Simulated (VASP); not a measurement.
CaAl2Ge2, 5 atoms in the cell. The typed cell holds 5 atoms: a = 4.150 Å, b = 4.150 Å, c = 7.133 Å, α = 90.00°, β = 90.00°, γ = 120.00°. 

* Program: VASP 6.6.1
* Task: single point
* Functional: r2SCAN
* Potentials or basis: VASP PAW PBE potentials, release 64 (Ca_sv, Al, Ge_d)
* Cutoff: 520 eV
* k mesh: 7 × 7 × 4
* Occupations: tetrahedron
* Spin: no spin polarisation
* Dipole correction: no
* Further INCAR settings: ALGO = Normal; EDIFF = 1e-06; NBANDS = 30

Potentials or basis: VASP PAW PBE potentials, release 64 (Ca_sv, Al, Ge_d).

The run is started by

```bash
$ cat potpaw_PBE.64/Ca_sv/POTCAR potpaw_PBE.64/Al/POTCAR potpaw_PBE.64/Ge_d/POTCAR > POTCAR
$ cp INCAR.step1 INCAR
$ mpirun -np 1 vasp_std > vasp.out
$ cp INCAR.step2 INCAR
$ mpirun -np 1 vasp_std > vasp.out
```

Hardware: 1 thread of AMD EPYC 7R13 Processor (Zen 3), on a shared host.

Problem. How long does it take, and how much memory?

Solution. Wall time 12 min on 1 thread of AMD EPYC 7R13 Processor (Zen 3), on a shared host, peak memory 0.34 GiB. Counts: k points 60.
